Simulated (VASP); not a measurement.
Wanted: the native input for a VASP 6.6.1 run.

```yaml
Task: single point
Functional: RPBE
Dispersion: D4
Potentials_or_basis: VASP PAW PBE potentials, release 64 (Si, C)
Cutoff: 600 eV
k_mesh: 10 × 10 × 10
Occupations: fermi-dirac, width 0.05 eV
Spin: no spin polarisation
Dipole_correction: no
Further_INCAR_settings: ALGO = Normal; EDIFF = 1e-06; NBANDS = 11
```

The structure of SiC (Moissanite 3C) lies in POSCAR:

```
SiC
1.0
    0.0000000000      2.1643753983      2.1643753983
    2.1643753983      0.0000000000      2.1643753983
    2.1643753983      2.1643753983      0.0000000000
Si C
1 1
Direct
    0.0000000000      0.0000000000      0.0000000000
    0.7500000000      0.7500000000      0.7500000000
```

One way to write it, as run:

INCAR

```
  PREC = Accurate
  ENCUT = 600
  EDIFF = 1E-6
  ISMEAR = -1
  SIGMA = 0.05
  LREAL = False
  LASPH = True
  NELM = 120
  ALGO = Normal
  ISIF = 2
  LWAVE = False
  LCHARG = False
  GGA = RP
  IVDW = 13
  NBANDS = 11
  GGA_COMPAT = False
```

KPOINTS

```
regular mesh
0
Gamma
  10 10 10
```

Potentials or basis: VASP PAW PBE potentials, release 64 (Si, C).

Command:

```sh
$ cat potpaw_PBE.64/Si/POTCAR potpaw_PBE.64/C/POTCAR > POTCAR
$ mpirun -np 1 vasp_std > vasp.out
```

It gave:

```
Pressure                   : 0.2 GPa
Band gap on the k mesh     : 1.34 eV, indirect (least direct gap 4.56 eV)
Dispersion energy per atom : -0.728 eV
```

Caveat: the PAW data sets were made with another functional, which shifts forces and pressure a little.

It took 8.2 s on 1 thread of Intel(R) Xeon(R) Platinum 8488C (Sapphire Rapids), on a shared host, peak memory 0.14 GiB.
